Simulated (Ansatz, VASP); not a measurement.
One calculation of BeTe, two programs

```
CELL_PARAMETERS angstrom
0.00000 2.80407 2.80407
2.80407 0.00000 2.80407
2.80407 2.80407 0.00000
ATOMIC_POSITIONS crystal
Be 0.00000 0.00000 0.00000
Te 0.75000 0.75000 0.75000
```

Alike in both runs: task single point; functional revPBE; k mesh 8 × 8 × 8; occupations gaussian, width 0.05 eV; no spin polarisation.

```csv
,VASP,Ansatz
version,VASP 6.6.1,Ansatz 0.2.0
potentials or method,"VASP PAW PBE potentials, release 64 (Be, Te), cutoff 600 eV","scalar-relativistic, plane waves, PAW"
valence electrons in the cell,8,18
```

Ansatz gave:

- gap on the k mesh at the Fermi level (eV): 2.02
- least direct gap on the mesh (eV): 3.64
- pressure (GPa): 3.0

**Question.** What did VASP give for the same quantities?

**Answer.** gap on the k mesh at the Fermi level (eV): 2.01; least direct gap on the mesh (eV): 3.62; pressure (GPa): 3.2.

VASP's potentials were made for PBE, not for revPBE. With one functional, cell and mesh, what is left measures potentials, basis and numerics. VASP's potentials hold 8 valence electrons a cell and Ansatz's 18, so a difference there can come from the potentials and not from the codes.

Spin-orbit coupling is off throughout.
